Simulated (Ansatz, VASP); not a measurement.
**One calculation of Ga2SbP, two programs**

POSCAR

```
Ga2SbP
1.0
    4.0926218735      0.0000000000      0.0000000000
    0.0000000000      4.0926218735      0.0000000000
    0.0000000000      0.0000000000      5.7135384487
P Ga Sb
1 2 1
Direct
    0.0000000000      0.0000000000      0.0000000000
    0.0000000000      0.5000000000      0.7763839162
    0.5000000000      0.0000000000      0.2236160838
    0.5000000000      0.5000000000      0.5000000000
```

Contents of INCAR.step1:

```
SYSTEM = Ga2SbP
  PREC = Accurate
  ENCUT = 520
  ISMEAR = 0
  SIGMA = 0.01
  LREAL = .False.
  LASPH = .True.
  NELM = 100
  NBANDS = 26
  GGA = PE
  ALGO = Normal
  EDIFF = 1E-4
  LWAVE = .True.
  LCHARG = .False.
```

The input INCAR.step2:

```
SYSTEM = Ga2SbP
  PREC = Accurate
  ENCUT = 520
  EDIFF = 1E-6
  ISMEAR = 0
  SIGMA = 0.01
  LREAL = .False.
  LASPH = .True.
  NELM = 100
  ALGO = Normal
  ISIF = 2
  LWAVE = .False.
  LCHARG = .False.
  METAGGA = R2SCAN
  LMIXTAU = .True.
  NBANDS = 26
  ISTART = 1
```

Contents of KPOINTS:

```
Automatic mesh
0
Gamma
  6 6 4
  0 0 0
```

Input for Ansatz:

```yaml
crystal:
  lattice:
    - [4.0926218735, 0.0, 0.0]
    - [0.0, 4.0926218735, 0.0]
    - [0.0, 0.0, 5.7135384487]
  atoms:
    - { symbol: P, position: [0.0, 0.0, 0.0] }
    - { symbol: Ga, position: [0.0, 0.5, 0.7763839162] }
    - { symbol: Sb, position: [0.5, 0.5, 0.5] }
    - { symbol: Ga, position: [0.5, 0.0, 0.2236160838] }
kpoints:
  mp_grid: { grid: [6, 6, 4] }
  band_path:
    path:
      - [0.0, 0.0, 0.0]
      - [0.0, 0.5, 0.0]
      - [0.5, 0.5, 0.0]
      - [0.0, 0.0, 0.5]
      - [0.0, 0.5, 0.5]
      - [0.5, 0.5, 0.5]
    npoints: 1
hamiltonian:
  xc: r2scan
scf:
  occupations: { method: fixed }
  n_extra_bands: 5
output:
  forces: true
  stress: true
  eigenvalues: true
```

Change from the starting cell: uniaxial_z strain -1.6%.

Alike in both runs: task single point; functional r2SCAN; k mesh 6 × 6 × 4; no spin polarisation.

|  | VASP | Ansatz |
| --- | --- | --- |
| version | VASP 6.6.1 | Ansatz 0.2.0 |
| potentials or method | VASP PAW PBE potentials, release 64 (P, Ga_d, Sb) | plane waves, PAW |
| plane-wave cutoff (eV) | 520 | 500 |
| occupations | gaussian, width 0.01 eV | fixed |
| valence electrons in the cell | 36 | 46 |

|  | VASP | Ansatz | Ansatz less VASP |
| --- | --- | --- | --- |
| gap on the k mesh at the Fermi level (eV) | 0.53 | 0.55 | +0.019 |
| pressure (GPa) | 1.2 | 1.1 | -0.09 |
| rms of the force components (eV/Å) | 0.015 | 0.000 | -0.0155 |

VASP's potentials were made for PBE, not for r2SCAN. VASP's potentials hold 36 valence electrons a cell and Ansatz's 46, so a difference there can come from the potentials and not from the codes.

Neither program's run includes spin-orbit coupling.
